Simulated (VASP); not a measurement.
# GaN (P6_3mc) in VASP: further runs

The runs below take GaN through relaxation of shape and atoms at fixed volume, with revPBE+D3(BJ), BLYP+D3(BJ), RPBE+D4.

Program: VASP 6.6.1. These are calculated values, not measurements. Logs are shortened: lines on timing, memory, paths and dates and some standing lists are left out, and cuts for length are marked.

## (1) The cell of the first run

Symmetry: P6_3mc, No. 186, hexagonal system. Conventional cell: a = 3.177 Å, b = 3.177 Å, c = 5.175 Å, α = 90.00°, β = 90.00°, γ = 120.00°. Within 2.6 Å of Ga (site symmetry 3m) lie 4 N at 1.94 to 1.95 Å. N (site symmetry 3m) has 4 Ga at 1.94 to 1.95 Å within 2.6 Å.

## (2) Relaxation of shape and atoms at fixed volume, revPBE+D3(BJ)

File INCAR:

```
PREC = Accurate
ENCUT = 600
EDIFF = 1E-6
ISMEAR = 0
SIGMA = 0.05
LREAL = F
LASPH = T
NELM = 80
ALGO = Normal
ISIF = 4
LWAVE = F
LCHARG = F
GGA = RE
IVDW = 12
IBRION = 2
NSW = 60
EDIFFG = -0.02
```

File KPOINTS:

```
regular mesh
0
Gamma
  8 8 6
```

File POSCAR:

```
GaN
1.0
    3.1771651428      0.0000000001      0.0000000000
   -1.5885825715      2.7515057256      0.0000000000
    0.0000000000      0.0000000000      5.1752186774
Ga N
2 2
Direct
    0.3333333333      0.6666666667     -0.0008277438
    0.6666666667      0.3333333333      0.4991722562
    0.3333333333      0.6666666667      0.3758277438
    0.6666666667      0.3333333333      0.8758277438
```

Potentials or basis: VASP PAW PBE potentials, release 64 (Ga_d, N).

Launch:

```bash
cat potpaw_PBE.64/Ga_d/POTCAR potpaw_PBE.64/N/POTCAR > POTCAR
mpirun -np 1 vasp_std > vasp.out
```

OUTCAR:

```text
PREC = Accurate
   ENCUT = 600
   EDIFF = 1E-6
   ISMEAR = 0
   LREAL = F
   LASPH = T
   NELM = 80
   ISIF = 4
   GGA = RE
   IVDW = 12
   IBRION = 2
   NSW = 60
   EDIFFG = -0.02
 IVDW          = 12

 ion  position               nearest neighbor table
   1  0.333  0.667  0.999-   4 1.94   4 1.94   4 1.94   3 1.95
   2  0.667  0.333  0.499-   3 1.94   3 1.94   3 1.94   4 1.95
   3  0.333  0.667  0.376-   2 1.94   2 1.94   2 1.94   1 1.95
   4  0.667  0.333  0.876-   1 1.94   1 1.94   1 1.94   2 1.95

  LATTYP: Found a hexagonal cell.
 ALAT       =     3.1771651428
 C/A-ratio  =     1.6288793452

  Lattice vectors:

 A1 = (   3.1771651428,   0.0000000001,   0.0000000000)
 A2 = (  -1.5885825715,   2.7515057256,   0.0000000000)
 A3 = (   0.0000000000,   0.0000000000,   5.1752186774)

Analysis of symmetry for initial positions (statically):
=====================================================================
 Subroutine PRICEL returns:
 Original cell was already a primitive cell.

 Routine SETGRP: Setting up the symmetry group for a
 hexagonal supercell.

 Subroutine GETGRP returns: Found 12 space group operations
 (whereof  6 operations were pure point group operations)
 out of a pool of 24 trial point group operations.

The static configuration has the point symmetry C_3v.
 The point group associated with its full space group is C_6v.

Analysis of symmetry for dynamics (positions and initial velocities):
=====================================================================
 Subroutine PRICEL returns:
 Original cell was already a primitive cell.

 Routine SETGRP: Setting up the symmetry group for a
 hexagonal supercell.

 Subroutine GETGRP returns: Found 12 space group operations
 (whereof  6 operations were pure point group operations)
 out of a pool of 24 trial point group operations.

The dynamic configuration has the point symmetry C_3v.
 The point group associated with its full space group is C_6v.

 Subroutine INISYM returns: Found 12 space group operations
 (whereof  6 operations are pure point group operations),
 and found     1 'primitive' translations

----------------------------------------------------------------------------------------

                                     Primitive cell

  volume of cell :      45.2417

  direct lattice vectors                    reciprocal lattice vectors
     3.177165143  0.000000000  0.000000000     0.314745994  0.181718684  0.000000000
    -1.588582571  2.751505726  0.000000000    -0.000000000  0.363437368  0.000000000
     0.000000000  0.000000000  5.175218677     0.000000000  0.000000000  0.193228550

  length of vectors
     3.177165143  3.177165143  5.175218677     0.363437368  0.363437368  0.193228550

  position of ions in fractional coordinates (direct lattice)
     0.333333333  0.666666667  0.999172256
     0.666666667  0.333333333  0.499172256
     0.333333333  0.666666667  0.375827744
     0.666666667  0.333333333  0.875827744

  ion indices of the primitive-cell ions
   primitive index   ion index
                 1           1
                 2           2
                 3           3
                 4           4

----------------------------------------------------------------------------------------

 KPOINTS: regular mesh

Automatic generation of k-mesh.
 Grid dimensions read from file:
 generate k-points for:    8    8    6

 Generating k-lattice:

  Cartesian coordinates                     Fractional coordinates (reciprocal lattice)
     0.039343249  0.022714836  0.000000000     0.125000000  0.000000000  0.000000000
    -0.000000000  0.045429671  0.000000000     0.000000000  0.125000000  0.000000000
     0.000000000  0.000000000  0.032204758     0.000000000  0.000000000  0.166666667

  Length of vectors
     0.045429671  0.045429671  0.032204758

  Shift w.r.t. Gamma in fractional coordinates (k-lattice)
     0.000000000  0.000000000  0.000000000

 Subroutine IBZKPT returns following result:
 ===========================================

 Found     40 irreducible k-points:

 Following reciprocal coordinates:
            Coordinates               Weight
  0.000000  0.000000  0.000000      1.000000
  0.125000  0.000000  0.000000      6.000000
  0.250000  0.000000  0.000000      6.000000
  0.375000  0.000000  0.000000      6.000000
  0.500000  0.000000  0.000000      3.000000
  0.125000  0.125000  0.000000      6.000000
[... 16 lines left out ...]
  0.250000  0.000000  0.333333     12.000000
  0.375000  0.000000  0.333333     12.000000
 [... further k-points ...]
   k-points           NKPTS =     40   k-points in BZ     NKDIM =     40   number of bands    NBANDS=     22
   number of dos      NEDOS =    301   number of ions     NIONS =      4
   total plane-waves  NPLWV =  32928
   dimension x,y,z NGX =    28 NGY =   28 NGZ =   42
   dimension x,y,z NGXF=    56 NGYF=   56 NGZF=   84
   ions per type =               2   2
   NGX,Y,Z   is equivalent  to a cutoff of  14.65, 14.65, 13.49 a.u.
   NGXF,Y,Z  is equivalent  to a cutoff of  29.30, 29.30, 26.98 a.u.
 SYSTEM =  unknown system
   PREC   = accura    normal or accurate (medium, high low for compatibility)
   ISTART =      0    job   : 0-new  1-cont  2-samecut
   ICHARG =      2    charge: 1-file 2-atom 10-const
   ISPIN  =      1    spin polarized calculation?
   LNONCOLLINEAR =      F non collinear calculations
   LSORBIT =      F    spin-orbit coupling
   LASPH  =      T    aspherical Exc in radial PAW
   ENCUT  =  600.0 eV  44.10 Ry    6.64 a.u.   6.35  6.35 10.34*2*pi/ulx,y,z
   NELM   =     80;   NELMIN=  2; NELMDL= -5     # of ELM steps
   EDIFF  = 0.1E-05   stopping-criterion for ELM
   LREAL  =      F    real-space projection
   EDIFFG = -.2E-01   stopping-criterion for IOM
   NSW    =     60    number of steps for IOM
   IBRION =      2    ionic relax: 0-MD 1-quasi-New 2-CG
   NFREE  =      1    steps in history (QN), initial steepest desc. (CG)
   ISIF   =      4    stress and relaxation
   ISYM   =      2    0-nonsym 1-usesym 2-fastsym
   POTIM  = 0.5000    time-step for ionic-motion
   TEBEG  =    0.0;   TEEND  =   0.0 temperature during run
   PSTRESS=    0.0 pullay stress
   NELECT =      36.0000    total number of electrons
   NUPDOWN=      -1.0000    fix difference up-down
   EMIN   =  10.00;   EMAX   =-10.00  energy-range for DOS
   EFERMI =   0.00;   METHOD = LEGACY
   ISMEAR =     0;   SIGMA  =   0.05  broadening in eV -4-tet -1-fermi 0-gaus
   EFERMI_NEDOS =   21; number of points for ismear=-14 and -15
   IALGO  =     38    algorithm
   IMIX   =      4    mixing-type and parameters
     AMIX     =   0.40;   BMIX     =  1.00
     AMIX_MAG =   1.60;   BMIX_MAG =  1.00
  volume/ion in A,a.u.               =      11.31        76.33
  Fermi-wavevector in a.u.,A,eV,Ry     =   1.517036  2.866783 31.312444  2.301400
  Thomas-Fermi vector in A             =   2.626346
   LORBIT       =      0    0 simple, 1 ext, 2 COOP (PROOUT), +10 PAW based schemes
   GGA     = RE    functional components
   LHFCALC =     F    Hartree Fock is set to
   AEXX    =    0.0000 exact exchange contribution
   IVDW    =    12    specifies the selected vdW correction
   LEPSILON=     F    determine dielectric tensor
   LRPA    =     F    only Hartree local field effects (RPA)
 conjugate gradient relaxation of ions
 non-spin polarized calculation
 Gauss-broadening in eV      SIGMA  =   0.05
  energy-cutoff  :      600.00
  volume of cell :       45.24
 maximum number of plane-waves:      1526
 NGX is ok and might be reduce to    28
   NGX = 13   NGY = 13   NGZ = 21

 number of electron      35.9999994 magnetization

 Free energy of the ion-electron system (eV)
  ---------------------------------------------------
  ext. energy  EPLUGINS =         0.00000000
  ---------------------------------------------------
  free energy    TOTEN  =       -22.86722957 eV

  energy without entropy =      -22.86722957  energy(sigma->0) =      -22.86722957

 E-fermi :   5.7601     XC(G=0): -11.5792

 val. band max:        5.5264610009   @ k =   0.0000   0.0000   0.0000
 cond. band min:       7.5457341394   @ k =   0.0000   0.0000   0.0000
 fundamental gap:      2.0192731385
 Fermi energy:         5.7601060039

 k-point     1 :       0.0000    0.0000    0.0000
  band No.  band energies     occupation
      1     -10.5685      2.00000
      2      -9.6189      2.00000
      3      -7.9237      2.00000
      4      -7.9082      2.00000
      5      -7.9082      2.00000
      6      -7.8449      2.00000
[... 14 lines left out ...]
     21      14.8562      0.00000
     22      15.5299      0.00000

 k-point     2 :       0.1250    0.0000    0.0000
  band No.  band energies     occupation
      1     -10.4170      2.00000
      2      -9.5794      2.00000
      3      -7.9067      2.00000
      4      -7.8863      2.00000
      5      -7.8598      2.00000
      6      -7.8249      2.00000
[... 14 lines left out ...]
     21      14.2761      0.00000
     22      14.7838      0.00000

 k-point     3 :       0.2500    0.0000    0.0000
  band No.  band energies     occupation
      1     -10.0581      2.00000
      2      -9.5033      2.00000
      3      -7.8671      2.00000
      4      -7.8474      2.00000
      5      -7.7814      2.00000
      6      -7.7401      2.00000
[... 14 lines left out ...]
     21      13.0057      0.00000
     22      14.1743      0.00000

 k-point     4 :       0.3750    0.0000    0.0000
  band No.  band energies     occupation
      1      -9.7405      2.00000
      2      -9.4541      2.00000
      3      -7.8536      2.00000
      4      -7.8323      2.00000
      5      -7.7423      2.00000
      6      -7.6850      2.00000
[... 14 lines left out ...]
     21      12.0436      0.00000
     22      14.1310      0.00000

 k-point     5 :       0.5000    0.0000    0.0000
  band No.  band energies     occupation
      1      -9.6306      2.00000
      2      -9.4420      2.00000
      3      -7.8576      2.00000
      4      -7.8318      2.00000
      5      -7.7315      2.00000
      6      -7.6897      2.00000
[... 14 lines left out ...]
     21      11.6646      0.00000
     22      14.2672      0.00000

 k-point     6 :       0.1250    0.1250    0.0000
  band No.  band energies     occupation
      1     -10.1609      2.00000
      2      -9.5228      2.00000
      3      -7.8694      2.00000
      4      -7.8625      2.00000
      5      -7.7968      2.00000
      6      -7.7875      2.00000
[... 14 lines left out ...]
     21      13.6440      0.00000
     22      13.6565      0.00000

 k-point     7 :       0.2500    0.1250    0.0000
  band No.  band energies     occupation
      1      -9.8251      2.00000
      2      -9.4663      2.00000
      3      -7.8586      2.00000
      4      -7.8281      2.00000
      5      -7.7421      2.00000
      6      -7.7131      2.00000
[... 324 lines left out ...]
      6      -7.6790      2.00000
[... 14 lines left out ...]
     21      13.3344      0.00000
     22      13.6290      0.00000

 k-point    21 :       0.0000    0.0000    0.3333
  band No.  band energies     occupation
      1     -10.2688      2.00000
      2      -9.7731      2.00000
      3      -7.9001      2.00000
      4      -7.9001      2.00000
      5      -7.8681      2.00000
      6      -7.8681      2.00000
[... 14 lines left out ...]
     21      14.2503      0.00000
     22      14.6724      0.00000

 k-point    22 :       0.1250    0.0000    0.3333
  band No.  band energies     occupation
      1     -10.1413      2.00000
      2      -9.7068      2.00000
      3      -7.8866      2.00000
      4      -7.8749      2.00000
      5      -7.8526      2.00000
      6      -7.8385      2.00000
[... 14 lines left out ...]
     21      13.6533      0.00000
     22      14.1760      0.00000

 k-point    23 :       0.2500    0.0000    0.3333
  band No.  band energies     occupation
      1      -9.8545      2.00000
      2      -9.5729      2.00000
      3      -7.8612      2.00000
      4      -7.8224      2.00000
      5      -7.8179      2.00000
      6      -7.7685      2.00000
[... 14 lines left out ...]
     21      12.9076      0.00000
     22      13.7435      0.00000

 k-point    24 :       0.3750    0.0000    0.3333
  band No.  band energies     occupation
      1      -9.6212      2.00000
      2      -9.4782      2.00000
      3      -7.8648      2.00000
      4      -7.8074      2.00000
      5      -7.7890      2.00000
      6      -7.7055      2.00000
[... 14 lines left out ...]
     21      13.0518      0.00000
     22      13.7179      0.00000

 [... further k-points ...]

------------------------ aborting loop because EDIFF is reached ----------------------------------------

 Edisp (eV)   -1.98465

 E8    (eV) :    -1.3346

  FORCE on cell =-STRESS in cart. coord.  units (eV):
  Direction    XX          YY          ZZ          XY          YZ          ZX
  --------------------------------------------------------------------------------------
  -------------------------------------------------------------------------------------
  Total       0.68909     0.68909     0.74224    -0.00000     0.00000     0.00000
  in kB      24.40310    24.40310    26.28561    -0.00000     0.00000     0.00000
  external pressure =       25.03 kB  Pullay stress =        0.00 kB

 VOLUME and BASIS-vectors are now :
 -----------------------------------------------------------------------------
  energy-cutoff  :      600.00
  volume of cell :       45.24
      direct lattice vectors                 reciprocal lattice vectors
     3.177165143  0.000000000  0.000000000     0.314745994  0.181718684  0.000000000
    -1.588582571  2.751505726  0.000000000    -0.000000000  0.363437368  0.000000000
     0.000000000  0.000000000  5.175218677     0.000000000  0.000000000  0.193228550

 POSITION                                       TOTAL-FORCE (eV/Angst)
 -----------------------------------------------------------------------------------
     -0.00000      1.83434      5.17093        -0.000000      0.000000      0.003805
      1.58858      0.91717      2.58333         0.000000     -0.000000      0.003805
     -0.00000      1.83434      1.94499         0.000000      0.000000     -0.003805
      1.58858      0.91717      4.53260         0.000000     -0.000000     -0.003805
 -----------------------------------------------------------------------------------
    total drift:                               -0.000000     -0.000000     -0.000250

  FREE ENERGIE OF THE ION-ELECTRON SYSTEM (eV)
  ---------------------------------------------------
  free  energy   TOTEN  =       -24.8518786761 eV

  energy  without entropy=      -24.8518786761  energy(sigma->0) =      -24.85187868

 reached required accuracy - stopping structural energy minimisation
```

Run time: 25 s. Hardware: 1 thread of Intel Xeon 6975P-C (Granite Rapids), shared host; peak memory 0.2 GiB.

Results:

* Free energy: -24.8519 eV
* Pressure after relaxing: 2.5 GPa
* Largest force after relaxing: 0.004 eV/Å
* Band gap on the k mesh: 2.02 eV, direct
* Dispersion energy per atom: -0.496 eV

Forces in eV/Å, atoms in the order of the input:
```
Ga   0.000  0.000  0.004
Ga   0.000  0.000  0.004
N    0.000  0.000 -0.004
N    0.000  0.000 -0.004
```

Stress tensor (GPa, compression positive):
```
2.44 0.00 0.00
0.00 2.44 0.00
0.00 0.00 2.63
```

Final structure:
```cif
data_structure
_symmetry_space_group_name_H-M 'P 1'
_symmetry_Int_Tables_number 1
_cell_length_a 3.1772
_cell_length_b 3.1772
_cell_length_c 5.1752
_cell_angle_alpha 90.000
_cell_angle_beta 90.000
_cell_angle_gamma 120.000
_cell_volume 45.24
loop_
_atom_site_label
_atom_site_type_symbol
_atom_site_fract_x
_atom_site_fract_y
_atom_site_fract_z
_atom_site_occupancy
Ga1 Ga 0.33333 0.66667 0.99917 1
Ga2 Ga 0.66667 0.33333 0.49917 1
N1 N 0.33333 0.66667 0.37583 1
N2 N 0.66667 0.33333 0.87583 1
```

Levels at points of the mesh, in eV from the valence-band top:
```csv
k point,band 15,band 16,band 17,band 18,band 19,band 20,band 21,band 22
"(0.00, 0.00, 0.00)",-1.04,-0.04,0.00,0.00,2.02,4.37,9.33,10.00
"(0.50, 0.00, 0.00)",-4.23,-2.76,-2.22,-1.01,5.16,5.67,6.14,8.74
"(0.00, 0.00, 0.50)",-0.53,-0.53,-0.53,-0.53,4.36,4.36,8.59,8.59
"(0.50, 0.00, 0.50)",-1.96,-1.96,-1.91,-1.91,4.49,4.49,7.88,7.88
```

Caveat: the relaxation stopped at its first step, so nothing moved; the PAW data sets were made with another functional, which shifts forces and pressure a little.

## (3) Relaxation of shape and atoms at fixed volume, BLYP+D3(BJ) (volume scaled by 0.98)

File INCAR:

```
SYSTEM = GaN
PREC = Accurate ; ENCUT = 600
EDIFF = 1E-6 ; ISMEAR = 0
SIGMA = 0.05 ; LREAL = .FALSE.
LASPH = .TRUE. ; NELM = 60
ALGO = Normal ; ISIF = 4
LWAVE = .FALSE. ; LCHARG = .FALSE.
GGA = B5 ; ALDAX = 1.0
AGGAX = 1.0 ; AGGAC = 1.0
ALDAC = 0.0 ; IVDW = 12
VDW_S6 = 1.0 ; VDW_S8 = 2.6996
VDW_A1 = 0.4298 ; VDW_A2 = 4.2359
IBRION = 2 ; NSW = 60
EDIFFG = -0.01
```

File KPOINTS:

```
regular mesh
0
G
  8 8 6
  0 0 0
```

File POSCAR:

```
GaN
1.0
    3.1796753698      0.0000000001      0.0000000000
   -1.5898376850      2.7536796460      0.0000000000
    0.0000000000      0.0000000000      5.1908776486
Ga N
2 2
Direct
    0.3333333333      0.6666666667     -0.0005890889
    0.6666666667      0.3333333333      0.4994109111
    0.3333333333      0.6666666667      0.3755890889
    0.6666666667      0.3333333333      0.8755890889
```

Potentials or basis: VASP PAW PBE potentials, release 64 (Ga_d, N).

Launch:

```bash
cat potpaw_PBE.64/Ga_d/POTCAR potpaw_PBE.64/N/POTCAR > POTCAR
mpirun -np 1 vasp_std > vasp.out
```

Wall time 33 s (1 thread of Intel Xeon 6975P-C (Granite Rapids), shared host); peak memory 0.2 GiB.

It converged, with:

| Quantity | Value |
| --- | --- |
| Free energy | -24.1628 eV |
| Pressure after relaxing | 5.0 GPa |
| Largest force after relaxing | 0.009 eV/Å |
| Band gap on the k mesh | 2.02 eV, direct |
| Dispersion energy per atom | -0.563 eV |

Forces in eV/Å, atoms in the order of the input:
```
Ga   0.000  0.000  0.009
Ga   0.000  0.000  0.009
N    0.000  0.000 -0.009
N    0.000  0.000 -0.009
```

Stress tensor (GPa, compression positive):
```
5.02 0.00 0.00
0.00 5.02 0.00
0.00 0.00 4.91
```

Final structure:
```xyz
4
Lattice="3.1797 0.0000 0.0000 -1.5898 2.7537 0.0000 0.0000 0.0000 5.1909" Properties=species:S:1:pos:R:3 pbc="T T T"
Ga    0.0000    1.8358    5.1878
Ga    1.5898    0.9179    2.5924
N     0.0000    1.8358    1.9496
N     1.5898    0.9179    4.5451
```

Levels at points of the mesh, in eV from the valence-band top:
| k point | band 16 | band 17 | band 18 | band 19 | band 20 | band 21 |
| --- | --- | --- | --- | --- | --- | --- |
| (0.00, 0.00, 0.00) | -0.06 | 0.00 | 0.00 | 2.02 | 4.34 | 9.30 |
| (0.50, 0.00, 0.00) | -2.72 | -2.16 | -1.00 | 5.25 | 5.63 | 6.18 |
| (0.00, 0.00, 0.50) | -0.52 | -0.52 | -0.52 | 4.32 | 4.32 | 8.57 |
| (0.50, 0.00, 0.50) | -1.93 | -1.90 | -1.90 | 4.56 | 4.56 | 7.81 |

Caveat: the relaxation stopped at its first step, so nothing moved; the PAW data sets were made with another functional, which shifts forces and pressure a little.

(Continued in part 2 of 2.)
